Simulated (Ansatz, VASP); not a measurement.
One calculation of TaN, two programs

```
Ta N
1.0
     5.19600    0.00000    0.00000
    -2.59800    4.49987    0.00000
     0.00000    0.00000    2.91100
Ta N
3 3
Cartesian
  0.0000 2.9999 1.4555
  2.5980 1.5000 1.4555
  0.0000 0.0000 0.0000
  2.0412 0.0000 0.0000
  -1.0206 1.7678 0.0000
  1.5774 2.7321 0.0000
```

Alike in both runs: task single point; functional LDA; k mesh 6 × 6 × 9; no spin polarisation.

|  | VASP | Ansatz |
| --- | --- | --- |
| version | VASP 6.6.1 | Ansatz 0.2.0 |
| potentials or method | VASP PAW LDA potentials, release 64 (Ta_pv, N) | plane waves, PAW |
| plane-wave cutoff (eV) | 520 | 420 |
| occupations | gaussian, width 0.1 eV | gaussian |
| valence electrons in the cell | 48 | 54 |

```tsv
	VASP	Ansatz	Ansatz less VASP
pressure (GPa)	-8.3	-10.0	-1.66
traceless stress, the component that is largest in VASP (GPa)	-1.78	-1.73	+0.044
rms of the force components (eV/Å)	0.013	0.020	+0.0072
```

LDA's correlation is that of Perdew and Zunger in VASP and of Perdew and Wang (1992) in Ansatz. Atom by atom the forces differ by 0.007 eV/Å (rms over components). VASP's potentials hold 48 valence electrons a cell and Ansatz's 54, so a difference there can come from the potentials and not from the codes.

Spin-orbit coupling is off throughout.
